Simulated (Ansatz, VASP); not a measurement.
# One calculation of Hg, two programs

```xyz
2
Lattice="3.3904 0.0000 0.0000 0.0000 5.4622 0.0000 -1.6884 0.0000 3.0038" Properties=species:S:1:pos:R:3 pbc="T T T"
Hg    0.8508    4.0967    0.5881
Hg    0.8511    1.3656    2.4158
```

Alike in both runs: task single point; functional PBE; k mesh 9 × 5 × 9; occupations fermi-dirac, width 0.05 eV; no spin polarisation.

```csv
,VASP,Ansatz
version,VASP 6.6.1,Ansatz 0.2.0
potentials or method,"VASP PAW PBE potentials, release 64 (Hg)",Ansatz PAW
plane-wave cutoff (eV),520,420
valence electrons in the cell,24,40
```

Ansatz gave:

* gap on the k mesh at the Fermi level (eV): none
* pressure (GPa): 1.1
* traceless stress, the component that is largest in VASP (GPa): 0.32
* rms of the force components (eV/Å): 0.003

Q: Which values does VASP return?

A: gap on the k mesh at the Fermi level (eV): none; pressure (GPa): 1.2; traceless stress, the component that is largest in VASP (GPa): 0.33; rms of the force components (eV/Å): 0.004.

Atom by atom the forces differ by 0.001 eV/Å (rms over components). A gap of «none» marks a metal or a gap that the smearing closes. With one functional, cell and mesh, what is left measures potentials, basis and numerics. VASP's potentials hold 24 valence electrons a cell and Ansatz's 40, so a difference there can come from the potentials and not from the codes.

Neither program's run includes spin-orbit coupling.
